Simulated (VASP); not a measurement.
Wanted: the native input for a VASP 6.6.1 run.

```yaml
Task: single point
Functional: PBE
Potentials_or_basis: VASP PAW PBE potentials, release 64 (Si, C_h)
Cutoff: 1300 eV
k_mesh: 6 × 6 × 6
Occupations: gaussian, width 0.1 eV
Spin: no spin polarisation
Dipole_correction: no
Further_INCAR_settings: ALGO = Normal; EDIFF = 1e-06; NBANDS = 16
```

The structure of SiC3 lies in POSCAR:

```
SiC3
1.0
    3.5756617821      0.0000000000      0.0000000000
    0.0000000000      3.5756617821      0.0000000000
    0.0000000000      0.0000000000      3.4043554892
Si C
1 3
Direct
    0.0000000000      0.0000000000      0.0000000000
    0.5000000000      0.5000000000      0.1987646050
    0.0000000000      0.0000000000      0.5000000000
    0.5000000000      0.5000000000      0.8012353950
```

The input as run:

INCAR

```
SYSTEM = SiC3
ALGO = Normal
EDIFF = 1E-6
ENCUT = 1300
GGA = PE
GGA_COMPAT = .FALSE.
ISIF = 2
ISMEAR = 0
LASPH = .TRUE.
LCHARG = .FALSE.
LREAL = .FALSE.
LWAVE = .FALSE.
NBANDS = 16
NELM = 120
PREC = Accurate
SIGMA = 0.1
```

KPOINTS

```
k-points
0
G
  6 6 6
  0 0 0
```

Potentials or basis: VASP PAW PBE potentials, release 64 (Si, C_h).

Launch:

```console
$ cat potpaw_PBE.64/Si/POTCAR potpaw_PBE.64/C_h/POTCAR > POTCAR
$ mpirun -np 1 vasp_std > vasp.out
```

It gave:

```
Pressure               : -0.1 GPa
Largest force          : 0.015 eV/Å
Band gap on the k mesh : zero (bands 8 and 9 overlap by 2.83 eV)
```

Wall time 41 s on 1 thread of Intel(R) Xeon(R) 6975P-C (Granite Rapids), on a shared host, peak memory 0.28 GiB.
